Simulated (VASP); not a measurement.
KAg2AsP4, 8 atoms in the cell. Symmetry: I-42m, No. 121, tetragonal system. Conventional cell: a = 6.565 Å, b = 6.565 Å, c = 7.875 Å, α = 90.00°, β = 90.00°, γ = 90.00°. Ag (site symmetry -4) has 4 P at 2.60 Å within 3.4 Å. Within 2.5 Å of As (site symmetry -42m) lie 4 P at 1.89 Å. Within 4.3 Å of K (site symmetry -42m) lie 8 P at 3.26 to 3.27 Å and 8 Ag at 3.83 Å and 2 As at 3.94 Å. P (site symmetry m) has 1 As at 1.89 Å within 2.5 Å. 

```yaml
Program: VASP 6.6.1
Task: single point
Functional: PBE
Potentials_or_basis: VASP PAW PBE potentials, release 64 (Ag, As, K_sv, P)
Cutoff: 520 eV
k_mesh: 7 × 7 × 7
Occupations: fermi-dirac, width 0.0102 eV
Spin: no spin polarisation
Dipole_correction: no
Further_INCAR_settings: ALGO = Normal; EDIFF = 1e-07; NBANDS = 38
```

Potentials or basis: VASP PAW PBE potentials, release 64 (Ag, As, K_sv, P).

Run with:

```bash
$ cat potpaw_PBE.64/Ag/POTCAR potpaw_PBE.64/As/POTCAR potpaw_PBE.64/K_sv/POTCAR potpaw_PBE.64/P/POTCAR > POTCAR
$ mpirun -np 1 vasp_std > vasp.out
```

Hardware: 1 thread of Intel Xeon 8259CL, with other jobs on the host.

Q: Estimate the wall time of this run.

A: Wall time 9.7 min on 1 thread of Intel Xeon 8259CL, on a shared host, peak memory 0.49 GiB. Counts: scf iterations 15, k points 40.
